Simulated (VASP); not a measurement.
Input of a VASP 6.6.1 run:

File INCAR:

```
SYSTEM = Pb
PREC = Accurate
ENCUT = 520
EDIFF = 1E-6
ISMEAR = -5
SIGMA = 0.05
LREAL = .FALSE.
LASPH = .TRUE.
NELM = 150
ALGO = Normal
ISIF = 2
LWAVE = .FALSE.
LCHARG = .TRUE.
ISPIN = 2
MAGMOM = 1
LORBIT = 11
NUPDOWN = 1.0
GGA = RP
LELF = .TRUE.
LVHAR = .TRUE.
NBANDS = 17
```

File KPOINTS:

```
regular mesh
0
G
  9 9 9
  0 0 0
```

POSCAR

```
Pb
1.0
   -1.9392470115      1.9392470115      1.9392470115
    1.9392470115     -1.9392470115      1.9392470115
    1.9392470115      1.9392470115     -1.9392470115
Pb
1
Direct
    0.0000000000      0.0000000000      0.0000000000
```

Potentials or basis: VASP PAW PBE potentials, release 64 (Pb_d).

Command:

```console
$ cat potpaw_PBE.64/Pb_d/POTCAR > POTCAR
$ mpirun -np 1 vasp_std > vasp.out
```

(1) What does it give for the pressure?

## Answers

(1) 9.9 GPa.

Caveat: the PAW data sets were made with another functional, which shifts forces and pressure a little; the total moment is fixed, so each spin has its own Fermi level.
